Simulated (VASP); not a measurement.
# ScTeAs3 (P6/mmm) in VASP: single point with PBE

Aim: the single point of ScTeAs3 with PBE.

Program: VASP 6.6.1. These are calculated values, not measurements. Logs are shortened: lines on timing, memory, paths and dates and some standing lists are left out, and cuts for length are marked.

## Step 1: The cell of the first run

It takes space group P6/mmm (No. 191, hexagonal). Conventional cell: a = 4.332 Å, b = 4.332 Å, c = 8.684 Å, α = 90.00°, β = 90.00°, γ = 120.00°. Sc (site symmetry 6/mmm) has 6 Sc at 4.33 Å and 2 Te at 4.34 Å and 24 As at 4.85 to 5.74 Å within 5.8 Å. Within 2.9 Å of Te (site symmetry 6/mmm) lie 6 As at 2.17 Å. As (site symmetry mmm) has 4 As at 2.17 Å and 2 Te at 2.17 Å within 2.9 Å.

The cell was built from a structure type or drawn by symmetry, and may not be a known phase.

## Step 2: Single point, PBE

The input, INCAR:

```
SYSTEM = ScTeAs3
ALGO = Normal
EDIFF = 1E-6
ENCUT = 520
GGA = PE
ISIF = 2
ISMEAR = 0
LASPH = .True.
LCHARG = .False.
LREAL = .False.
LWAVE = .False.
NBANDS = 24
NELM = 80
PREC = Accurate
SIGMA = 0.1
```

The input, KPOINTS:

```
k-points
0
Gamma
  6 6 2
  0 0 0
```

The input, POSCAR:

```
ScTeAs3
1.0
    4.3318571000      0.0000000000      0.0000000000
   -2.1659285500      3.7514982900      0.0000000000
    0.0000000000      0.0000000000      8.6835075800
Sc Te As
1 1 3
Direct
    0.0000000000      0.0000000000      0.5000000000
    0.0000000000      0.0000000000      0.0000000000
    0.5000000000      0.0000000000      0.0000000000
    0.0000000000      0.5000000000      0.0000000000
    0.5000000000      0.5000000000      0.0000000000
```

Potentials or basis: VASP PAW PBE potentials, release 64 (Sc_sv, Te, As).

Run with:

```sh
$ cat potpaw_PBE.64/Sc_sv/POTCAR potpaw_PBE.64/Te/POTCAR potpaw_PBE.64/As/POTCAR > POTCAR
$ mpirun -np 1 vasp_std > vasp.out
```

OUTCAR:

```text
SYSTEM = ScTeAs3
   EDIFF = 1E-6
   ENCUT = 520
   GGA = PE
   ISIF = 2
   ISMEAR = 0
   LASPH = .True.
   LREAL = .False.
   NELM = 80
   PREC = Accurate

 ion  position               nearest neighbor table
   1  0.000  0.000  0.500-
   2  0.000  0.000  0.000-   4 2.17   5 2.17   4 2.17   5 2.17   3 2.17   3 2.17
   3  0.500  0.000  0.000-   4 2.17   5 2.17   5 2.17   4 2.17   2 2.17   2 2.17
   4  0.000  0.500  0.000-   2 2.17   3 2.17   2 2.17   3 2.17   5 2.17   5 2.17
   5  0.500  0.500  0.000-   2 2.17   3 2.17   3 2.17   2 2.17   4 2.17   4 2.17

  LATTYP: Found a hexagonal cell.
 ALAT       =     4.3318571000
 C/A-ratio  =     2.0045692597

  Lattice vectors:

 A1 = (   4.3318571000,   0.0000000000,   0.0000000000)
 A2 = (  -2.1659285500,   3.7514982900,   0.0000000000)
 A3 = (   0.0000000000,   0.0000000000,   8.6835075800)

Analysis of symmetry for initial positions (statically):
=====================================================================
 Subroutine PRICEL returns:
 Original cell was already a primitive cell.

 Routine SETGRP: Setting up the symmetry group for a
 hexagonal supercell.

 Subroutine GETGRP returns: Found 24 space group operations
 (whereof 24 operations were pure point group operations)
 out of a pool of 24 trial point group operations.

The static configuration has the point symmetry D_6h.

Analysis of symmetry for dynamics (positions and initial velocities):
=====================================================================
 Subroutine PRICEL returns:
 Original cell was already a primitive cell.

 Routine SETGRP: Setting up the symmetry group for a
 hexagonal supercell.

 Subroutine GETGRP returns: Found 24 space group operations
 (whereof 24 operations were pure point group operations)
 out of a pool of 24 trial point group operations.

The dynamic configuration has the point symmetry D_6h.

 Subroutine INISYM returns: Found 24 space group operations
 (whereof 24 operations are pure point group operations),
 and found     1 'primitive' translations

----------------------------------------------------------------------------------------

                                     Primitive cell

  volume of cell :     141.1153

  direct lattice vectors                    reciprocal lattice vectors
     4.331857100  0.000000000  0.000000000     0.230847874  0.133280082  0.000000000
    -2.165928550  3.751498290  0.000000000     0.000000000  0.266560164  0.000000000
[... 80 lines left out ...]
   EDIFF  = 0.1E-05   stopping-criterion for ELM
   LREAL  =      F    real-space projection
   EDIFFG = 0.1E-04   stopping-criterion for IOM
   NSW    =      0    number of steps for IOM
   IBRION =     -1    ionic relax: 0-MD 1-quasi-New 2-CG
   NFREE  =      0    steps in history (QN), initial steepest desc. (CG)
   ISIF   =      2    stress and relaxation
   ISYM   =      2    0-nonsym 1-usesym 2-fastsym
   POTIM  = 0.5000    time-step for ionic-motion
   TEBEG  =    0.0;   TEEND  =   0.0 temperature during run
   PSTRESS=    0.0 pullay stress
   NELECT =      32.0000    total number of electrons
   NUPDOWN=      -1.0000    fix difference up-down
   EMIN   =  10.00;   EMAX   =-10.00  energy-range for DOS
   EFERMI =   0.00;   METHOD = LEGACY
   ISMEAR =     0;   SIGMA  =   0.10  broadening in eV -4-tet -1-fermi 0-gaus
   EFERMI_NEDOS =   21; number of points for ismear=-14 and -15
   IALGO  =     38    algorithm
   IMIX   =      4    mixing-type and parameters
     AMIX     =   0.40;   BMIX     =  1.00
     AMIX_MAG =   1.60;   BMIX_MAG =  1.00
  volume/ion in A,a.u.               =      28.22       190.46
  Fermi-wavevector in a.u.,A,eV,Ry     =   0.998313  1.886538 13.559963  0.996629
  Thomas-Fermi vector in A             =   2.130528
   LORBIT       =      0    0 simple, 1 ext, 2 COOP (PROOUT), +10 PAW based schemes
   GGA     = PE    functional components
   LHFCALC =     F    Hartree Fock is set to
   AEXX    =    0.0000 exact exchange contribution
   IVDW    =     0    specifies the selected vdW correction
   LEPSILON=     F    determine dielectric tensor
   LRPA    =     F    only Hartree local field effects (RPA)
 non-spin polarized calculation
 Gauss-broadening in eV      SIGMA  =   0.10
  energy-cutoff  :      520.00
  volume of cell :      141.12
 maximum number of plane-waves:      3820
   NGX = 17   NGY = 17   NGZ = 33

 number of electron      31.9999996 magnetization

 Free energy of the ion-electron system (eV)
  ---------------------------------------------------
  ext. energy  EPLUGINS =         0.00000000
  ---------------------------------------------------
  free energy    TOTEN  =         6.40575142 eV

  energy without entropy =        6.45326784  energy(sigma->0) =        6.42950963

 E-fermi :   4.7820     XC(G=0):  -8.3756

 val. band max:        4.7733746342   @ k =   0.3333   0.1667   0.5000
 cond. band min:       4.7918239024   @ k =   0.3333   0.1667   0.0000
 fundamental gap:      0.0184492682
 Fermi energy:         4.7820009216

 k-point     1 :       0.0000    0.0000    0.0000
  band No.  band energies     occupation
      1     -46.6285      2.00000
      2     -25.2810      2.00000
      3     -25.1711      2.00000
      4     -25.1711      2.00000
      5     -17.6738      2.00000
      6      -8.1709      2.00000
[... 367 lines left out ...]
     23       7.2406      0.00000
     24       7.8127      0.00000

------------------------ aborting loop because EDIFF is reached ----------------------------------------

  FORCE on cell =-STRESS in cart. coord.  units (eV):
  Direction    XX          YY          ZZ          XY          YZ          ZX
  --------------------------------------------------------------------------------------
  -------------------------------------------------------------------------------------
  Total      110.2574509    110.2574507     -2.6338981      0.0000000     -0.0000000      0.0000000
  in kB     1251.8274427   1251.8274399    -29.9044274      0.0000000     -0.0000000      0.0000000
  external PRESSURE =     824.5834851 kB  Pullay stress =       0.0000000 kB

 VOLUME and BASIS-vectors are now :
 -----------------------------------------------------------------------------
  energy-cutoff  :      520.00
  volume of cell :      141.12
      direct lattice vectors                 reciprocal lattice vectors
     4.331857100  0.000000000  0.000000000     0.230847874  0.133280082  0.000000000
    -2.165928550  3.751498290  0.000000000     0.000000000  0.266560164  0.000000000
     0.000000000  0.000000000  8.683507580     0.000000000  0.000000000  0.115160837

 POSITION                                       TOTAL-FORCE (eV/Angst)
 -----------------------------------------------------------------------------------
      0.00000      0.00000      4.34175         0.000000      0.000000      0.000000
      0.00000      0.00000      0.00000         0.000000      0.000000      0.000000
      2.16593      0.00000      0.00000        -0.000000      0.000000      0.000000
     -1.08296      1.87575      0.00000        -0.000000      0.000000      0.000000
      1.08296      1.87575      0.00000         0.000000      0.000000      0.000000
 -----------------------------------------------------------------------------------
    total drift:                                0.000000     -0.000000     -0.000000

  FREE ENERGIE OF THE ION-ELECTRON SYSTEM (eV)
  ---------------------------------------------------
  free  energy   TOTEN  =         6.4057514245 eV

  energy  without entropy=        6.4532678436  energy(sigma->0) =        6.42950963
```

stdout:

```text
POSCAR found type information on POSCAR ScTeAs
 POSCAR found :  3 types and       5 ions
 scaLAPACK will be used
 LDA part: xc-table for (Slater+PW92), standard interpolation
 POSCAR, INCAR and KPOINTS ok, starting setup
 FFT: planning ... GRIDC
 FFT: planning ... GRID_SOFT
 FFT: planning ... GRID
 WAVECAR not read
 entering main loop
```

Wall time 88 s (1 thread of Intel Xeon Platinum 8559C (Emerald Rapids), shared host); peak memory 0.27 GiB.

Results:

```yaml
Free_energy: 6.4058 eV
Pressure: 82.5 GPa
Band_gap_on_the_k_mesh: zero (bands 16 and 17 overlap by 0.92 eV)
```

Stress tensor (GPa, compression positive):
```
125.18   0.00   0.00
  0.00 125.18   0.00
  0.00   0.00  -2.99
```

Levels at points of the mesh, in eV from the Fermi level:
| k point | band 14 | band 15 | band 16 | band 17 | band 18 | band 19 |
| --- | --- | --- | --- | --- | --- | --- |
| (0.00, 0.00, 0.00) | -0.15 | 0.11 | 0.11 | 0.12 | 0.39 | 0.39 |
| (0.50, 0.00, 0.00) | -1.59 | -1.15 | -1.02 | -0.72 | 0.11 | 0.17 |
| (0.00, 0.00, 0.50) | -0.47 | -0.11 | 0.08 | 0.08 | 0.43 | 0.43 |
| (0.50, 0.00, 0.50) | -1.58 | -1.18 | -1.01 | -0.56 | -0.06 | 0.48 |

Caveat: the k points lie up to 0.36 Å⁻¹ apart, too coarse for converged energies and pressures of a metal; spin-orbit coupling is left out, which moves the levels of the heavy elements.
